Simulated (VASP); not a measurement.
Here is a VASP 6.6.1 calculation.

The input INCAR:

```
SYSTEM = Hf
ALGO = Normal
EDIFF = 1E-7
ENCUT = 520
GGA = CA
ISIF = 2
ISMEAR = -1
LASPH = .TRUE.
LCHARG = .FALSE.
LREAL = .FALSE.
LWAVE = .FALSE.
NBANDS = 17
NELM = 80
PREC = Accurate
SIGMA = 0.1
```

Contents of KPOINTS:

```
k-points
0
G
  15 15 15
  0 0 0
```

Contents of POSCAR:

```
Hf
1.0
   -2.6184464895      2.6184464895      1.4277691618
    2.6184464895     -2.6184464895      1.4277691618
    2.6184464895      2.6184464895     -1.4277691618
Hf
2
Direct
   -0.3750000000     -0.1250000000     -0.2500000000
    0.3750000000      0.1250000000      0.2500000000
```

Potentials or basis: VASP PAW LDA potentials, release 64 (Hf_pv).

Command:

```console
$ cat potpaw_LDA.64/Hf_pv/POTCAR > POTCAR
$ mpirun -np 1 vasp_std > vasp.out
```

(1) Predict the pressure.

(2) Estimate the band gap on the k mesh.

Answers

(1) 10.0 GPa.

(2) zero (bands 10 and 11 overlap by 0.99 eV).

Caveat: the cell stands under pressure; spin-orbit coupling is left out, which moves the levels of the heavy elements.
